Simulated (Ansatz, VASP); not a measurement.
**Two plane-wave programs on Mo**

The input INCAR:

```
PREC     = Accurate       # precision mode
ENCUT    = 520            # plane-wave cutoff, eV
EDIFF    = 1E-6           # SCF threshold, eV
ISMEAR   = 0              # smearing method
SIGMA    = 0.15           # smearing width, eV
LREAL    = False          # projectors in reciprocal space
LASPH    = True           # aspherical terms in the spheres
NELM     = 80             # most SCF steps
ALGO     = Fast           # electronic algorithm
ISIF     = 2              # what is computed and relaxed
LWAVE    = False          # write WAVECAR
LCHARG   = False          # write CHGCAR
GGA      = PE             # functional
NBANDS   = 13             # bands
```

KPOINTS

```
Automatic mesh
0
Gamma
  22 22 22
```

The input POSCAR:

```
Mo
1.0
   -1.5710000000      1.5710000000      1.6338400000
    1.5710000000     -1.5710000000      1.6338400000
    1.5710000000      1.5710000000     -1.6338400000
Mo
1
Direct
    0.0000000000      0.0000000000      0.0000000000
```

Input for Ansatz:

```yaml
crystal:
  lattice:
    - [-1.571, 1.571, 1.63384]
    - [1.571, -1.571, 1.63384]
    - [1.571, 1.571, -1.63384]
  atoms:
    - { symbol: Mo, position: [0.0, 0.0, 0.0] }
basis:
  ecutwfc: 420
kpoints:
  mp_grid: { grid: [22, 22, 22] }
hamiltonian:
  xc: pbe
scf:
  occupations: { method: gaussian, width: 0.15 }
output:
  forces: true
  stress: true
  eigenvalues: true
```

Change from the starting cell: strain +0.000 along x and y, +0.040 along z, atoms carried along.

Alike in both runs: task single point; functional PBE; k mesh 22 × 22 × 22; occupations gaussian, width 0.15 eV; no spin polarisation.

|  | VASP | Ansatz |
| --- | --- | --- |
| version | VASP 6.6.1 | Ansatz 0.2.0 |
| potentials or method | VASP PAW PBE potentials, release 64 (Mo_sv), cutoff 520 eV | scalar-relativistic, plane waves, PAW |
| valence electrons in the cell | 14 | 14 |

```tsv
	VASP	Ansatz	Ansatz less VASP
gap on the k mesh at the Fermi level (eV)	none	none	-
pressure (GPa)	-4.6	-5.1	-0.51
traceless stress, the component that is largest in VASP (GPa)	-7.16	-7.17	-0.006
```

A gap of «none» marks a metal or a gap that the smearing closes.
